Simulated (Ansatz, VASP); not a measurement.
## Bi: VASP beside Ansatz

The input INCAR:

```
ALGO = Fast ; EDIFF = 1E-7
ENCUT = 520 ; GGA = PS
ISIF = 2 ; ISMEAR = 0
IVDW = 12 ; LASPH = True
LCHARG = True ; LELF = True
LREAL = False ; LVHAR = True
LWAVE = False ; NBANDS = 14
NELM = 60 ; PREC = Accurate
SIGMA = 0.15
```

The input KPOINTS:

```
k-points
0
Gamma
  18 18 18
```

File POSCAR:

```
Bi
1.0
   -1.6343883393      1.6343883393      2.5591252616
    1.6343883393     -1.6343883393      2.5591252616
    1.6343883393      1.6343883393     -2.5591252616
Bi
1
Direct
    0.0000000000      0.0000000000      0.0000000000
```

Input for Ansatz:

```yaml
crystal:
  lattice:
    - [-1.6343883393, 1.6343883393, 2.5591252616]
    - [1.6343883393, -1.6343883393, 2.5591252616]
    - [1.6343883393, 1.6343883393, -2.5591252616]
  atoms:
    - { symbol: Bi, position: [0.0, 0.0, 0.0] }
basis:
  ecutwfc: 420
kpoints:
  mp_grid: { grid: [18, 18, 18] }
hamiltonian:
  xc: pbesol
  pseudopotentials: { kind: paw }
  dispersion: d3bj
scf:
  occupations: { method: gaussian, width: 0.15 }
output:
  forces: true
  stress: true
  eigenvalues: true
```

Alike in both runs: task single point; functional PBEsol; dispersion D3(BJ); k mesh 18 × 18 × 18; occupations gaussian, width 0.15 eV; no spin polarisation.

```csv
,VASP,Ansatz
version,VASP 6.6.1,Ansatz 0.2.0
potentials or method,"VASP PAW PBE potentials, release 64 (Bi_d), cutoff 520 eV","scalar-relativistic, plane waves, PAW"
valence electrons in the cell,15,15
```

```tsv
	VASP	Ansatz	Ansatz less VASP
gap on the k mesh at the Fermi level (eV)	none	none	-
pressure (GPa)	3.8	3.9	+0.07
traceless stress, the component that is largest in VASP (GPa)	-0.42	-0.42	-0.001
```

VASP's potentials were made for PBE, not for PBEsol. A gap of «none» marks a metal or a gap that the smearing closes.

Spin-orbit coupling is off throughout.
